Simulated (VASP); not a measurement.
# CdS (F-43m) in VASP: further runs, part 2 of 2

VASP 6.6.1. The steps go on from the part before.

## Step 3: Single point, r2SCAN

This run uses another cell than the first one, of 25.39 Å³/atom.

Contents of POSCAR:

```
CdS
1.0
    0.0000000000      2.9392799527      2.9392799527
    2.9392799527      0.0000000000      2.9392799527
    2.9392799527      2.9392799527      0.0000000000
Cd S
1 1
Direct
    0.0000000000      0.0000000000      0.0000000000
    0.2500000000      0.2500000000      0.2500000000
```

Contents of INCAR.step1:

```
  ALGO = Normal
  EDIFF = 1E-4
  ENCUT = 520
  GGA = PE
  ISMEAR = 0
  LASPH = T
  LCHARG = F
  LREAL = F
  LWAVE = T
  NBANDS = 16
  NELM = 60
  PREC = Accurate
  SIGMA = 0.02
```

Contents of INCAR.step2:

```
  ALGO = Normal
  EDIFF = 1E-6
  ENCUT = 520
  ISIF = 2
  ISMEAR = 0
  ISTART = 1
  LASPH = T
  LCHARG = F
  LMIXTAU = T
  LREAL = F
  LWAVE = F
  METAGGA = R2SCAN
  NBANDS = 16
  NELM = 60
  PREC = Accurate
  SIGMA = 0.02
```

Contents of KPOINTS:

```
k-points
0
Gamma
  8 8 8
```

Potentials or basis: VASP PAW PBE potentials, release 64 (Cd, S).

Run with:

```console
$ cat potpaw_PBE.64/Cd/POTCAR potpaw_PBE.64/S/POTCAR > POTCAR
$ cp INCAR.step1 INCAR
$ mpirun -np 1 vasp_std > vasp.out
$ cp INCAR.step2 INCAR
$ mpirun -np 1 vasp_std > vasp.out
```

OUTCAR:

```text
EDIFF = 1E-6
   ENCUT = 520
   ISIF = 2
   ISMEAR = 0
   ISTART = 1
   LASPH = T
   LREAL = F
   METAGGA = R2SCAN
   NELM = 60
   PREC = Accurate

 ion  position               nearest neighbor table
   1  0.000  0.000  0.000-   2 2.55   2 2.55   2 2.55   2 2.55
   2  0.250  0.250  0.250-   1 2.55   1 2.55   1 2.55   1 2.55

  LATTYP: Found a face centered cubic cell.
 ALAT       =     5.8785599054

  Lattice vectors:

 A1 = (   0.0000000000,   2.9392799527,   2.9392799527)
 A2 = (   2.9392799527,   0.0000000000,   2.9392799527)
 A3 = (   2.9392799527,   2.9392799527,   0.0000000000)

Analysis of symmetry for initial positions (statically):
=====================================================================
 Subroutine PRICEL returns:
 Original cell was already a primitive cell.

 Routine SETGRP: Setting up the symmetry group for a
 face centered cubic supercell.

 Subroutine GETGRP returns: Found 24 space group operations
 (whereof 24 operations were pure point group operations)
 out of a pool of 48 trial point group operations.

The static configuration has the point symmetry T_d .

Analysis of symmetry for dynamics (positions and initial velocities):
=====================================================================
 Subroutine PRICEL returns:
 Original cell was already a primitive cell.

 Routine SETGRP: Setting up the symmetry group for a
 face centered cubic supercell.

 Subroutine GETGRP returns: Found 24 space group operations
 (whereof 24 operations were pure point group operations)
 out of a pool of 48 trial point group operations.

The dynamic configuration has the point symmetry T_d .

 Subroutine INISYM returns: Found 24 space group operations
 (whereof 24 operations are pure point group operations),
 and found     1 'primitive' translations

----------------------------------------------------------------------------------------

                                     Primitive cell

[... 104 lines left out ...]
   EFERMI =   0.00;   METHOD = LEGACY
   ISMEAR =     0;   SIGMA  =   0.02  broadening in eV -4-tet -1-fermi 0-gaus
   EFERMI_NEDOS =   21; number of points for ismear=-14 and -15
   IALGO  =     38    algorithm
   IMIX   =      4    mixing-type and parameters
     AMIX     =   0.40;   BMIX     =  1.00
     AMIX_MAG =   1.60;   BMIX_MAG =  1.00
  volume/ion in A,a.u.               =      25.39       171.36
  Fermi-wavevector in a.u.,A,eV,Ry     =   1.158550  2.189342 18.262252  1.342238
  Thomas-Fermi vector in A             =   2.295151
   LORBIT       =      0    0 simple, 1 ext, 2 COOP (PROOUT), +10 PAW based schemes
   METAGGA = R2SCAN    functional components
   LHFCALC =     F    Hartree Fock is set to
   AEXX    =    0.0000 exact exchange contribution
   IVDW    =     0    specifies the selected vdW correction
   LEPSILON=     F    determine dielectric tensor
   LRPA    =     F    only Hartree local field effects (RPA)
 non-spin polarized calculation
 Gauss-broadening in eV      SIGMA  =   0.02
  energy-cutoff  :      520.00
  volume of cell :       50.79
 maximum number of plane-waves:      1384
   NGX = 15   NGY = 15   NGZ = 15

 number of electron      18.0000005 magnetization

 Free energy of the ion-electron system (eV)
  ---------------------------------------------------
  ext. energy  EPLUGINS =         0.00000000
  ---------------------------------------------------
  free energy    TOTEN  =       -29.68596433 eV

  energy without entropy =      -29.68596433  energy(sigma->0) =      -29.68596433

 E-fermi :   0.9467     XC(G=0):  -9.6187

 val. band max:        0.8519622756   @ k =   0.0000   0.0000   0.0000
 cond. band min:       2.3900616183   @ k =   0.0000   0.0000   0.0000
 fundamental gap:      1.5380993426
 Fermi energy:         0.9466508626

 k-point     1 :       0.0000    0.0000    0.0000
  band No.  band energies     occupation
      1     -11.8789      2.00000
      2      -7.0337      2.00000
      3      -7.0337      2.00000
      4      -7.0337      2.00000
      5      -6.5533      2.00000
      6      -6.5533      2.00000
[... 433 lines left out ...]
      3      -6.8328      2.00000
      4      -6.5768      2.00000
      5      -6.5275      2.00000
      6      -6.0791      2.00000
[... 8 lines left out ...]
     15      13.6661      0.00000
     16      14.6120      0.00000

 [... further k-points ...]
[... 5 lines left out ...]
  --------------------------------------------------------------------------------------
  -------------------------------------------------------------------------------------
  Total        0.0887466      0.0887466      0.0887466      0.0000000     -0.0000000      0.0000000
  in kB        2.7996853      2.7996853      2.7996853      0.0000000     -0.0000000      0.0000000
  external PRESSURE =       2.7996853 kB  Pullay stress =       0.0000000 kB

 VOLUME and BASIS-vectors are now :
 -----------------------------------------------------------------------------
  energy-cutoff  :      520.00
  volume of cell :       50.79
      direct lattice vectors                 reciprocal lattice vectors
     0.000000000  2.939279953  2.939279953    -0.170109689  0.170109689  0.170109689
     2.939279953  0.000000000  2.939279953     0.170109689 -0.170109689  0.170109689
     2.939279953  2.939279953  0.000000000     0.170109689  0.170109689 -0.170109689

 POSITION                                       TOTAL-FORCE (eV/Angst)
 -----------------------------------------------------------------------------------
      0.00000      0.00000      0.00000         0.000000     -0.000000      0.000000
      1.46964      1.46964      1.46964        -0.000000      0.000000     -0.000000
 -----------------------------------------------------------------------------------
    total drift:                               -0.000004     -0.000004     -0.000004

  FREE ENERGIE OF THE ION-ELECTRON SYSTEM (eV)
  ---------------------------------------------------
  free  energy   TOTEN  =       -29.6859643287 eV

  energy  without entropy=      -29.6859643287  energy(sigma->0) =      -29.68596433
```

OUTCAR.step1:

```text
EDIFF = 1E-4
   ENCUT = 520
   GGA = PE
   ISMEAR = 0
   LASPH = T
[... 676 lines left out ...]
 -----------------------------------------------------------------------------------
      0.00000      0.00000      0.00000         0.000000      0.000000      0.000000
      1.46964      1.46964      1.46964        -0.000000     -0.000000     -0.000000
 -----------------------------------------------------------------------------------
    total drift:                               -0.000001     -0.000001     -0.000001

  FREE ENERGIE OF THE ION-ELECTRON SYSTEM (eV)
  ---------------------------------------------------
  free  energy   TOTEN  =        -6.1393072177 eV

  energy  without entropy=       -6.1393072177  energy(sigma->0) =       -6.13930722
```

It took 57 s on 1 thread of AMD EPYC 9R45 (Zen 5), shared host; peak memory 0.16 GiB.

Results:

- Free energy: -29.6860 eV
- Pressure: 0.3 GPa
- Band gap on the k mesh: 1.54 eV

Levels at points of the mesh, in eV from the valence-band top:
```
           k point  band 7  band 8  band 9  band 10  band 11  band 12
(0.00, 0.00, 0.00)    0.00    0.00    0.00     1.54     7.08     7.08
(0.50, 0.00, 0.00)   -4.32   -0.73   -0.73     3.44     7.48     7.48
(0.50, 0.50, 0.00)   -3.87   -1.84   -1.84     3.88     4.73     9.69
```

Caveat: the PAW data sets were made with another functional, which shifts forces and pressure a little.

## Step 4: Single point, r2SCAN

This run uses another cell than the first one, of 25.39 Å³/atom.

POSCAR is that of step 3.

Contents of INCAR.step1:

```
SYSTEM = CdS
PREC     = Accurate       ! precision mode
ENCUT    = 520            ! plane-wave cutoff, eV
ISMEAR   = 0              ! smearing method
SIGMA    = 0.02           ! smearing width, eV
LREAL    = .False.        ! projectors in reciprocal space
LASPH    = .True.         ! aspherical terms in the spheres
NELM     = 80             ! most SCF steps
NBANDS   = 16             ! bands
GGA      = PE             ! functional
ALGO     = Normal         ! electronic algorithm
EDIFF    = 1E-4           ! SCF threshold, eV
LWAVE    = .True.         ! write WAVECAR
LCHARG   = .False.        ! write CHGCAR
```

Contents of INCAR.step2:

```
SYSTEM = CdS
PREC     = Accurate       ! precision mode
ENCUT    = 520            ! plane-wave cutoff, eV
EDIFF    = 1E-6           ! SCF threshold, eV
ISMEAR   = 0              ! smearing method
SIGMA    = 0.02           ! smearing width, eV
LREAL    = .False.        ! projectors in reciprocal space
LASPH    = .True.         ! aspherical terms in the spheres
NELM     = 80             ! most SCF steps
ALGO     = Normal         ! electronic algorithm
ISIF     = 2              ! what is computed and relaxed
LWAVE    = .False.        ! write WAVECAR
LCHARG   = .False.        ! write CHGCAR
METAGGA  = R2SCAN         ! meta-GGA
LMIXTAU  = .True.       
NBANDS   = 16             ! bands
ISTART   = 1
```

Contents of KPOINTS:

```
Automatic mesh
0
Gamma
  8 8 8
  0 0 0
```

Run with:

```console
$ cat potpaw_PBE.64/Cd/POTCAR potpaw_PBE.64/S/POTCAR > POTCAR
$ cp INCAR.step1 INCAR
$ mpirun -np 1 vasp_std > vasp.out
$ cp INCAR.step2 INCAR
$ mpirun -np 1 vasp_std > vasp.out
```

Wall time 56 s (1 thread of AMD EPYC 9R45 (Zen 5), shared host); peak memory 0.16 GiB.

Results (log left out):

```
Free energy            : -29.6860 eV
Pressure               : 0.3 GPa
Band gap on the k mesh : 1.54 eV
```

Levels at points of the mesh, in eV from the valence-band top:
```tsv
k point	band 7	band 8	band 9	band 10	band 11	band 12
(0.00, 0.00, 0.00)	0.00	0.00	0.00	1.54	7.08	7.08
(0.50, 0.00, 0.00)	-4.32	-0.73	-0.73	3.44	7.48	7.48
(0.50, 0.50, 0.00)	-3.87	-1.84	-1.84	3.88	4.73	9.69
```

Caveat: the PAW data sets were made with another functional, which shifts forces and pressure a little. r2SCAN opens gaps a little over a GGA but as a rule still falls short of measured ones.

## Step 5: Single point, r2SCAN (26.16 Å³/atom)

This run uses another cell than the first one, of 26.16 Å³/atom.

Contents of POSCAR:

```
CdS
1.0
    0.0000000000      2.9683836272      2.9683836272
    2.9683836272      0.0000000000      2.9683836272
    2.9683836272      2.9683836272      0.0000000000
Cd S
1 1
Direct
    0.0000000000      0.0000000000      0.0000000000
    0.2500000000      0.2500000000      0.2500000000
```

Contents of INCAR.step1:

```
ALGO = Normal
EDIFF = 1E-4
ENCUT = 520
GGA = PE
ISMEAR = 0
LASPH = T
LCHARG = F
LREAL = F
LWAVE = T
NBANDS = 16
NELM = 100
PREC = Accurate
SIGMA = 0.02
```

Contents of INCAR.step2:

```
ALGO = Normal
EDIFF = 1E-7
ENCUT = 520
ISIF = 2
ISMEAR = 0
ISTART = 1
LASPH = T
LCHARG = F
LMIXTAU = T
LREAL = F
LWAVE = F
METAGGA = R2SCAN
NBANDS = 16
NELM = 100
PREC = Accurate
SIGMA = 0.02
```

Contents of KPOINTS:

```
k-points
0
Gamma
  8 8 8
```

Potentials or basis: VASP PAW PBE potentials, release 64 (Cd, S).

Run with:

```console
$ cat potpaw_PBE.64/Cd/POTCAR potpaw_PBE.64/S/POTCAR > POTCAR
$ cp INCAR.step1 INCAR
$ mpirun -np 1 vasp_std > vasp.out
$ cp INCAR.step2 INCAR
$ mpirun -np 1 vasp_std > vasp.out
```

OUTCAR:

```text
EDIFF = 1E-7
   ENCUT = 520
   ISIF = 2
   ISMEAR = 0
   ISTART = 1
   LASPH = T
   LREAL = F
   METAGGA = R2SCAN
   NELM = 100
   PREC = Accurate

 ion  position               nearest neighbor table
   1  0.000  0.000  0.000-   2 2.57   2 2.57   2 2.57   2 2.57
   2  0.250  0.250  0.250-   1 2.57   1 2.57   1 2.57   1 2.57

  LATTYP: Found a face centered cubic cell.
 ALAT       =     5.9367672544

  Lattice vectors:

 A1 = (   0.0000000000,   2.9683836272,   2.9683836272)
 A2 = (   2.9683836272,   0.0000000000,   2.9683836272)
 A3 = (   2.9683836272,   2.9683836272,   0.0000000000)

Analysis of symmetry for initial positions (statically):
=====================================================================
 Subroutine PRICEL returns:
 Original cell was already a primitive cell.

 Routine SETGRP: Setting up the symmetry group for a
 face centered cubic supercell.

 Subroutine GETGRP returns: Found 24 space group operations
 (whereof 24 operations were pure point group operations)
 out of a pool of 48 trial point group operations.

The static configuration has the point symmetry T_d .

Analysis of symmetry for dynamics (positions and initial velocities):
=====================================================================
 Subroutine PRICEL returns:
 Original cell was already a primitive cell.

 Routine SETGRP: Setting up the symmetry group for a
 face centered cubic supercell.

 Subroutine GETGRP returns: Found 24 space group operations
 (whereof 24 operations were pure point group operations)
 out of a pool of 48 trial point group operations.

The dynamic configuration has the point symmetry T_d .

 Subroutine INISYM returns: Found 24 space group operations
 (whereof 24 operations are pure point group operations),
 and found     1 'primitive' translations

----------------------------------------------------------------------------------------

                                     Primitive cell

[... 104 lines left out ...]
   EFERMI =   0.00;   METHOD = LEGACY
   ISMEAR =     0;   SIGMA  =   0.02  broadening in eV -4-tet -1-fermi 0-gaus
   EFERMI_NEDOS =   21; number of points for ismear=-14 and -15
   IALGO  =     38    algorithm
   IMIX   =      4    mixing-type and parameters
     AMIX     =   0.40;   BMIX     =  1.00
     AMIX_MAG =   1.60;   BMIX_MAG =  1.00
  volume/ion in A,a.u.               =      26.16       176.50
  Fermi-wavevector in a.u.,A,eV,Ry     =   1.147191  2.167876 17.905902  1.316047
  Thomas-Fermi vector in A             =   2.283872
   LORBIT       =      0    0 simple, 1 ext, 2 COOP (PROOUT), +10 PAW based schemes
   METAGGA = R2SCAN    functional components
   LHFCALC =     F    Hartree Fock is set to
   AEXX    =    0.0000 exact exchange contribution
   IVDW    =     0    specifies the selected vdW correction
   LEPSILON=     F    determine dielectric tensor
   LRPA    =     F    only Hartree local field effects (RPA)
 non-spin polarized calculation
 Gauss-broadening in eV      SIGMA  =   0.02
  energy-cutoff  :      520.00
  volume of cell :       52.31
 maximum number of plane-waves:      1424
   NGX = 15   NGY = 15   NGZ = 15

 number of electron      18.0000000 magnetization

 Free energy of the ion-electron system (eV)
  ---------------------------------------------------
  ext. energy  EPLUGINS =         0.00000000
  ---------------------------------------------------
  free energy    TOTEN  =       -29.68050271 eV

  energy without entropy =      -29.68050271  energy(sigma->0) =      -29.68050271

 E-fermi :   0.7186     XC(G=0):  -9.4742

 val. band max:        0.6098682143   @ k =   0.0000   0.0000   0.0000
 cond. band min:       2.0779310504   @ k =   0.0000   0.0000   0.0000
 fundamental gap:      1.4680628362
 Fermi energy:         0.7185755678

 k-point     1 :       0.0000    0.0000    0.0000
  band No.  band energies     occupation
      1     -11.9453      2.00000
      2      -7.1823      2.00000
      3      -7.1823      2.00000
      4      -7.1823      2.00000
      5      -6.7426      2.00000
      6      -6.7426      2.00000
[... 433 lines left out ...]
      3      -6.9974      2.00000
      4      -6.7630      2.00000
      5      -6.7187      2.00000
      6      -6.3015      2.00000
[... 8 lines left out ...]
     15      13.3352      0.00000
     16      14.2643      0.00000

 [... further k-points ...]
[... 5 lines left out ...]
  --------------------------------------------------------------------------------------
  -------------------------------------------------------------------------------------
  Total       -0.4679443     -0.4679443     -0.4679443      0.0000000      0.0000000     -0.0000000
  in kB      -14.3322596    -14.3322596    -14.3322596      0.0000000      0.0000000     -0.0000000
  external PRESSURE =     -14.3322596 kB  Pullay stress =       0.0000000 kB

 VOLUME and BASIS-vectors are now :
 -----------------------------------------------------------------------------
  energy-cutoff  :      520.00
  volume of cell :       52.31
      direct lattice vectors                 reciprocal lattice vectors
     0.000000000  2.968383627  2.968383627    -0.168441840  0.168441840  0.168441840
     2.968383627  0.000000000  2.968383627     0.168441840 -0.168441840  0.168441840
     2.968383627  2.968383627  0.000000000     0.168441840  0.168441840 -0.168441840

 POSITION                                       TOTAL-FORCE (eV/Angst)
 -----------------------------------------------------------------------------------
      0.00000      0.00000      0.00000         0.000000      0.000000     -0.000000
      1.48419      1.48419      1.48419        -0.000000     -0.000000      0.000000
 -----------------------------------------------------------------------------------
    total drift:                               -0.000003     -0.000003     -0.000003

  FREE ENERGIE OF THE ION-ELECTRON SYSTEM (eV)
  ---------------------------------------------------
  free  energy   TOTEN  =       -29.6805027070 eV

  energy  without entropy=      -29.6805027070  energy(sigma->0) =      -29.68050271
```

OUTCAR.step1:

```text
EDIFF = 1E-4
   ENCUT = 520
   GGA = PE
   ISMEAR = 0
   LASPH = T
[... 676 lines left out ...]
 -----------------------------------------------------------------------------------
      0.00000      0.00000      0.00000         0.000000      0.000000      0.000000
      1.48419      1.48419      1.48419        -0.000000     -0.000000     -0.000000
 -----------------------------------------------------------------------------------
    total drift:                               -0.000001     -0.000001     -0.000001

  FREE ENERGIE OF THE ION-ELECTRON SYSTEM (eV)
  ---------------------------------------------------
  free  energy   TOTEN  =        -6.1474828820 eV

  energy  without entropy=       -6.1474828820  energy(sigma->0) =       -6.14748288
```

OSZICAR.step1:

```text
N       E                     dE             d eps       ncg     rms          rms(c)
DAV:   1     0.108187378387E+03    0.10819E+03   -0.90849E+03   944   0.102E+03
DAV:   2    -0.228375844372E+01   -0.11047E+03   -0.10439E+03  1104   0.250E+02
DAV:   3    -0.667396088099E+01   -0.43902E+01   -0.43810E+01  1192   0.519E+01
DAV:   4    -0.670137363282E+01   -0.27413E-01   -0.27411E-01  1144   0.398E+00
DAV:   5    -0.670175565695E+01   -0.38202E-03   -0.38202E-03  1184   0.450E-01    0.725E+00
DAV:   6    -0.616463980961E+01    0.53712E+00   -0.86988E-01  1392   0.112E+01    0.595E+00
DAV:   7    -0.614710793102E+01    0.17532E-01   -0.18316E-01  1136   0.292E+00    0.297E+00
DAV:   8    -0.614728765865E+01   -0.17973E-03   -0.16042E-02  1104   0.156E+00    0.268E-01
DAV:   9    -0.614724637598E+01    0.41283E-04   -0.18592E-03  1128   0.603E-01    0.621E-02
DAV:  10    -0.614739399739E+01   -0.14762E-03   -0.24230E-04  1120   0.147E-01    0.725E-02
DAV:  11    -0.614748288200E+01   -0.88885E-04   -0.14621E-04  1072   0.893E-02
   1 F= -.61474829E+01 E0= -.61474829E+01  d E =-.104206E-27
```

Run time: 57 s. Hardware: 1 thread of AMD EPYC 9R45 (Zen 5), shared host; peak memory 0.16 GiB.

What came out:

```yaml
Free_energy: -29.6805 eV
Pressure: -1.4 GPa
Band_gap_on_the_k_mesh: 1.47 eV
```

Caveat: the PAW data sets were made with another functional, which shifts forces and pressure a little.

## Step 6: Summary

```tsv
cell	gap on the mesh (eV)	pressure (GPa)
a = 4.115 Å, angles 60.0°, 2 atoms	1.61	2.3
a = 4.157 Å, angles 60.0°, 2 atoms	1.54	0.3
a = 4.198 Å, angles 60.0°, 2 atoms	1.47	-1.4
```

Alike in all rows: task single point; level r2SCAN; potentials or basis VASP PAW PBE potentials, release 64 (Cd, S); no spin polarisation; k mesh 8 × 8 × 8; cutoff (eV) 520; smearing gaussian 0.02 eV.

Caveats: the PAW data sets were made with another functional, which shifts forces and pressure a little.

Total energies depend on the potentials used, so only differences within one code and one set of settings carry meaning.
